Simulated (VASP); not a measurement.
The system is In3Se2.

```
In Se
1.0
     3.42954    1.98004    6.24227
    -3.42954    1.98004    6.24227
     0.00000   -3.96009    6.24227
In Se
6 4
Direct
  0.05625 0.44375 0.75000
  0.75000 0.05625 0.44375
  0.44375 0.75000 0.05625
  0.94375 0.55625 0.25000
  0.25000 0.94375 0.55625
  0.55625 0.25000 0.94375
  0.85218 0.85218 0.85218
  0.64782 0.64782 0.64782
  0.14782 0.14782 0.14782
  0.35218 0.35218 0.35218
```

| Item | Value |
| --- | --- |
| Program | VASP 6.6.1 |
| Task | relaxation of cell and atoms |
| Functional | PBE |
| Potentials or basis | VASP PAW PBE potentials, release 64 (In_d, Se) |
| Cutoff | 600 eV |
| k mesh | 3 × 3 × 3 |
| Occupations | gaussian, width 0.1 eV |
| Spin | no spin polarisation |

At the start: pressure 13.1 GPa; volume 25.43 Å³/atom.

How do energy, volume and symmetry change on relaxing?

Over 14 steps the energy falls by 295.8 meV/atom and the volume is 32.87 Å³/atom (+29.2 %); space group R-3c (No. 167, to 0.05 Å).

Step by step:
```tsv
step	energy change (eV)	largest force (eV/Å)	pressure (GPa)	volume (Å³)
1	0.0000	0.1801	13.11	254.33
2	-2.6781	0.2454	0.00	338.83
3	-2.6782	0.2449	-0.04	339.53
4	-2.7016	0.2221	-0.07	339.53
5	-2.7621	0.1836	-0.07	339.47
6	-2.8348	0.2525	-0.05	339.21
7	-2.7647	0.3956	0.22	338.06
8	-2.8420	0.2961	0.00	338.98
9	-2.8816	0.2204	-0.14	339.02
10	-2.9277	0.0683	-0.52	339.12
11	-2.9321	0.0528	0.58	323.07
12	-2.9435	0.0625	0.04	330.29
13	-2.9491	0.0431	-0.03	329.92
14	-2.9578	0.0327	-0.04	328.72
```

Final structure:
```
CELL_PARAMETERS angstrom
3.90252 2.25312 6.23089
-3.90252 2.25312 6.23089
0.00000 -4.50624 6.23089
ATOMIC_POSITIONS crystal
In 0.03119 0.46881 0.75000
In 0.75000 0.03119 0.46881
In 0.46881 0.75000 0.03119
In 0.96881 0.53119 0.25000
In 0.25000 0.96881 0.53119
In 0.53119 0.25000 0.96881
Se 0.86880 0.86880 0.86880
Se 0.63120 0.63120 0.63120
Se 0.13120 0.13120 0.13120
Se 0.36880 0.36880 0.36880
```

Caveat: the k points lie up to 0.33 Å⁻¹ apart in the final cell; the volume moved by over 15 % at a fixed basis, so the end points are rough.
